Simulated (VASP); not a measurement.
Wanted: the native input for a VASP 6.6.1 run.

```
Task                   : relaxation of shape and atoms at fixed volume
Functional             : PBEsol
Potentials or basis    : VASP PAW PBE potentials, release 64 (W_sv, S)
Cutoff                 : 500 eV
k mesh                 : 12 × 12 × 4
Occupations            : gaussian, width 0.02 eV
Spin                   : no spin polarisation
Dipole correction      : no
Further INCAR settings : ALGO = Normal; EDIFF = 1e-07; IBRION = 2; EDIFFG = -0.01; NSW = 50; ISIF = 4
```

The structure of WS2 lies in POSCAR:

```
WS2
1.0
    3.1796865960      0.0000000000      0.0000000000
   -1.5898432980      2.7536893683      0.0000000000
    0.0000000000      0.0000000000     13.1733144443
W S
2 4
Direct
    0.3333333333      0.6666666667      0.2500000000
    0.6666666667      0.3333333333      0.7500000000
    0.3333333333      0.6666666667      0.6299191747
    0.6666666667      0.3333333333      0.1299191747
    0.3333333333      0.6666666667      0.8700808253
    0.6666666667      0.3333333333      0.3700808253
```

One way to write it, as run:

INCAR

```
PREC     = Accurate       # precision mode
ENCUT    = 500            # plane-wave cutoff, eV
EDIFF    = 1E-7           # SCF threshold, eV
ISMEAR   = 0              # smearing method
SIGMA    = 0.02           # smearing width, eV
LREAL    = F              # projectors in reciprocal space
LASPH    = T              # aspherical terms in the spheres
NELM     = 120            # most SCF steps
ALGO     = Normal         # electronic algorithm
ISIF     = 4              # what is computed and relaxed
LWAVE    = F              # write WAVECAR
LCHARG   = F              # write CHGCAR
GGA      = PS             # functional
IBRION   = 2              # ionic algorithm
NSW      = 50             # ionic steps
EDIFFG   = -0.01          # ionic threshold
GGA_COMPAT= F            
NELMIN   = 4
```

KPOINTS

```
Automatic mesh
0
Gamma
  12 12 4
```

Potentials or basis: VASP PAW PBE potentials, release 64 (W_sv, S).

Command:

```bash
$ cat potpaw_PBE.64/W_sv/POTCAR potpaw_PBE.64/S/POTCAR > POTCAR
$ mpirun -np 1 vasp_std > vasp.out
```

Results of the run:

| Item | Value |
| --- | --- |
| Energy gained by relaxing | 6.7 meV/atom |
| Ionic steps | 9 |
| Pressure after relaxing | -0.6 GPa |
| Band gap on the k mesh | 1.38 eV (least direct gap 1.88 eV) |

Caveat: the PAW data sets were made with another functional, which shifts forces and pressure a little; spin-orbit coupling is left out, which moves the levels of the heavy elements; this functional lacks dispersion, which binds layers or chains, so the pressure and a relaxed spacing across them are unreliable.

Run time: 7.1 min on 1 thread of Intel(R) Xeon(R) 6975P-C (Granite Rapids), on a shared host, peak memory 0.32 GiB.
